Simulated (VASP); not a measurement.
# NaI (Fm-3m) in VASP: a series of runs, part 2 of 2

VASP 6.6.1. The steps go on from the part before.

## (3) Single point, PBE (strain +4.0%)

Contents of INCAR:

```
PREC = Accurate ; ENCUT = 520
EDIFF = 1E-7 ; ISMEAR = -1
SIGMA = 0.02 ; LREAL = F
LASPH = T ; NELM = 100
ALGO = Normal ; ISIF = 2
LWAVE = F ; LCHARG = T
GGA = PE ; LELF = T
LVHAR = T ; NBANDS = 14
```

Contents of KPOINTS:

```
regular mesh
0
Gamma
  8 8 8
```

Contents of POSCAR:

```
NaI
1.0
    0.0000000000      3.3589093703      3.3589093703
    3.3589093703      0.0000000000      3.3589093703
    3.3589093703      3.3589093703      0.0000000000
Na I
1 1
Direct
    0.0000000000      0.0000000000      0.0000000000
    0.5000000000      0.5000000000      0.5000000000
```

Potentials or basis: VASP PAW PBE potentials, release 64 (Na_pv, I).

Command:

```bash
$ cat potpaw_PBE.64/Na_pv/POTCAR potpaw_PBE.64/I/POTCAR > POTCAR
$ mpirun -np 1 vasp_std > vasp.out
```

OUTCAR:

```text
PREC = Accurate
   ENCUT = 520
   EDIFF = 1E-7
   ISMEAR = -1
   LREAL = F
   LASPH = T
   NELM = 100
   ISIF = 2
   GGA = PE

 ion  position               nearest neighbor table
   1  0.000  0.000  0.000-
   2  0.500  0.500  0.500-

  LATTYP: Found a face centered cubic cell.
 ALAT       =     6.7178187406

  Lattice vectors:

 A1 = (   0.0000000000,   3.3589093703,   3.3589093703)
 A2 = (   3.3589093703,   0.0000000000,   3.3589093703)
 A3 = (   3.3589093703,   3.3589093703,   0.0000000000)

Analysis of symmetry for initial positions (statically):
=====================================================================
 Subroutine PRICEL returns:
 Original cell was already a primitive cell.

 Routine SETGRP: Setting up the symmetry group for a
 face centered cubic supercell.

 Subroutine GETGRP returns: Found 48 space group operations
 (whereof 48 operations were pure point group operations)
 out of a pool of 48 trial point group operations.

The static configuration has the point symmetry O_h .

Analysis of symmetry for dynamics (positions and initial velocities):
[... 169 lines left out ...]
      3     -22.5121      2.00000
      4     -10.6746      2.00000
      5       0.0883      2.00000
      6       0.0883      2.00000
      7       0.0883      2.00000
      8       3.4595      0.00000
      9       7.9981      0.00000
     10       7.9981      0.00000
     11       7.9981      0.00000
     12       9.6433      0.00000
     13       9.6433      0.00000
     14      10.4196      0.00000
[... 377 lines left out ...]
      1     -22.5145      2.00000
      2     -22.5130      2.00000
      3     -22.5126      2.00000
      4     -10.4227      2.00000
      5      -1.4887      2.00000
      6      -0.6457      2.00000
      7      -0.2989      2.00000
      8       6.0860      0.00000
      9       6.1719      0.00000
     10       7.9787      0.00000
     11       8.1171      0.00000
     12      10.2583      0.00000
     13      11.0125      0.00000
     14      12.3877      0.00000

 [... further k-points ...]

------------------------ aborting loop because EDIFF is reached ----------------------------------------

  FORCE on cell =-STRESS in cart. coord.  units (eV):
  Direction    XX          YY          ZZ          XY          YZ          ZX
  --------------------------------------------------------------------------------------
  -------------------------------------------------------------------------------------
  Total       -0.4999150     -0.4999150     -0.4999150     -0.0000000      0.0000000     -0.0000000
  in kB      -10.5677353    -10.5677353    -10.5677353     -0.0000000      0.0000000     -0.0000000
  external PRESSURE =     -10.5677353 kB  Pullay stress =       0.0000000 kB

 VOLUME and BASIS-vectors are now :
 -----------------------------------------------------------------------------
  energy-cutoff  :      520.00
  volume of cell :       75.79
      direct lattice vectors                 reciprocal lattice vectors
     0.000000000  3.358909370  3.358909370    -0.148857842  0.148857842  0.148857842
     3.358909370  0.000000000  3.358909370     0.148857842 -0.148857842  0.148857842
     3.358909370  3.358909370  0.000000000     0.148857842  0.148857842 -0.148857842

 POSITION                                       TOTAL-FORCE (eV/Angst)
 -----------------------------------------------------------------------------------
      0.00000      0.00000      0.00000        -0.000000      0.000000     -0.000000
      3.35891      3.35891      3.35891         0.000000     -0.000000      0.000000
 -----------------------------------------------------------------------------------
    total drift:                                0.000000      0.000000      0.000000

  FREE ENERGIE OF THE ION-ELECTRON SYSTEM (eV)
  ---------------------------------------------------
  free  energy   TOTEN  =        -5.3659204885 eV

  energy  without entropy=       -5.3659204885  energy(sigma->0) =       -5.36592049
```

OSZICAR:

```text
N       E                     dE             d eps       ncg     rms          rms(c)
DAV:   1     0.835004769840E+02    0.83500E+02   -0.66231E+03   812   0.879E+02
DAV:   2     0.144341472885E+01   -0.82057E+02   -0.75940E+02   854   0.217E+02
DAV:   3    -0.528163731068E+01   -0.67251E+01   -0.66810E+01  1070   0.605E+01
DAV:   4    -0.544866039109E+01   -0.16702E+00   -0.16699E+00   980   0.991E+00
DAV:   5    -0.545355659109E+01   -0.48962E-02   -0.48961E-02  1104   0.169E+00    0.155E+00
DAV:   6    -0.537506361771E+01    0.78493E-01   -0.92711E-02   956   0.167E+00    0.104E+00
DAV:   7    -0.536330609303E+01    0.11758E-01   -0.78165E-02  1022   0.137E+00    0.627E-01
DAV:   8    -0.536595850707E+01   -0.26524E-02   -0.68543E-03   926   0.623E-01    0.181E-01
DAV:   9    -0.536590212866E+01    0.56378E-04   -0.21241E-04   980   0.120E-01    0.571E-02
DAV:  10    -0.536591893603E+01   -0.16807E-04   -0.51107E-05   980   0.643E-02    0.107E-02
DAV:  11    -0.536591997109E+01   -0.10351E-05   -0.44585E-06  1022   0.185E-02    0.285E-03
DAV:  12    -0.536592043363E+01   -0.46254E-06   -0.57472E-07   992   0.583E-03    0.130E-03
DAV:  13    -0.536592048853E+01   -0.54897E-07   -0.12465E-08   874   0.791E-04
   1 F= -.53659205E+01 E0= -.53659205E+01  d E =-.699595E-12
```

stdout:

```text
POSCAR found type information on POSCAR NaI
 POSCAR found :  2 types and       2 ions
 scaLAPACK will be used
 LDA part: xc-table for (Slater+PW92), standard interpolation
 POSCAR, INCAR and KPOINTS ok, starting setup
 FFT: planning ... GRIDC
 FFT: planning ... GRID_SOFT
 FFT: planning ... GRID
 WAVECAR not read
 entering main loop
```

It took 13 s on 1 thread of Intel Xeon 6975P-C (Granite Rapids), shared host; peak memory 0.21 GiB.

Results:

```
Free energy            : -5.3659 eV
Pressure               : -1.1 GPa
Band gap on the k mesh : 3.37 eV
```

Caveat: the cell differs from its parent crystal (strain +4.0%); spin-orbit coupling is left out, which moves the levels of the heavy elements. A k mesh can miss the band edges.

## (4) Single point, r2SCAN

Contents of POSCAR:

```
NaI
1.0
    0.0000000000      3.2297205484      3.2297205484
    3.2297205484      0.0000000000      3.2297205484
    3.2297205484      3.2297205484      0.0000000000
Na I
1 1
Direct
    0.0000000000      0.0000000000      0.0000000000
    0.5000000000      0.5000000000      0.5000000000
```

Contents of INCAR.step1:

```
SYSTEM = NaI
ALGO = Normal
EDIFF = 1E-4
ENCUT = 520
GGA = PE
ISMEAR = 0
LASPH = .TRUE.
LCHARG = .FALSE.
LREAL = .FALSE.
LWAVE = .TRUE.
NBANDS = 14
NELM = 80
PREC = Accurate
SIGMA = 0.01
```

Contents of INCAR.step2:

```
SYSTEM = NaI
ALGO = Normal
EDIFF = 1E-6
ENCUT = 520
ISIF = 2
ISMEAR = 0
ISTART = 1
LASPH = .TRUE.
LCHARG = .FALSE.
LMIXTAU = .TRUE.
LREAL = .FALSE.
LWAVE = .FALSE.
METAGGA = R2SCAN
NBANDS = 14
NELM = 80
PREC = Accurate
SIGMA = 0.01
```

Contents of KPOINTS:

```
k-points
0
G
  8 8 8
  0 0 0
```

Command:

```bash
$ cat potpaw_PBE.64/Na_pv/POTCAR potpaw_PBE.64/I/POTCAR > POTCAR
$ cp INCAR.step1 INCAR
$ mpirun -np 1 vasp_std > vasp.out
$ cp INCAR.step2 INCAR
$ mpirun -np 1 vasp_std > vasp.out
```

Run time: 46 s. Hardware: 1 thread of Intel Xeon 6975P-C (Granite Rapids), shared host; peak memory 0.22 GiB.

The run converged. Its results:

```
Free energy            : -31.0859 eV
Pressure               : -0.1 GPa
Band gap on the k mesh : 4.46 eV
```

Levels at points of the mesh, in eV from the valence-band top:
| k point | band 5 | band 6 | band 7 | band 8 | band 9 | band 10 |
| --- | --- | --- | --- | --- | --- | --- |
| (0.00, 0.00, 0.00) | 0.00 | 0.00 | 0.00 | 4.46 | 8.47 | 8.47 |
| (0.50, 0.00, 0.00) | -2.21 | -0.30 | -0.30 | 5.70 | 8.08 | 8.08 |
| (0.50, 0.50, 0.00) | -1.95 | -0.77 | -0.77 | 5.23 | 6.01 | 10.77 |

Caveat: the PAW data sets were made with another functional, which shifts forces and pressure a little; spin-orbit coupling is left out, which moves the levels of the heavy elements.

## (5) The runs side by side

```csv
level,cell,smearing,gap on the mesh (eV),pressure (GPa)
PBE,"a = 4.568 Å, angles 60.0°, 2 atoms",fermi-dirac 0.02 eV,3.66,0.6
PBE,"a = 4.750 Å, angles 60.0°, 2 atoms",fermi-dirac 0.02 eV,3.37,-1.1
r2SCAN,"a = 4.568 Å, angles 60.0°, 2 atoms",gaussian 0.01 eV,4.46,-0.1
```

Alike in all rows: task single point; potentials or basis VASP PAW PBE potentials, release 64 (Na_pv, I); no spin polarisation; k mesh 8 × 8 × 8; cutoff (eV) 520.

Caveats: spin-orbit coupling is left out, which moves the levels of the heavy elements; the PAW data sets were made with another functional, which shifts forces and pressure a little (at least some runs).

Absolute energies hang on the potentials; compare differences alone.
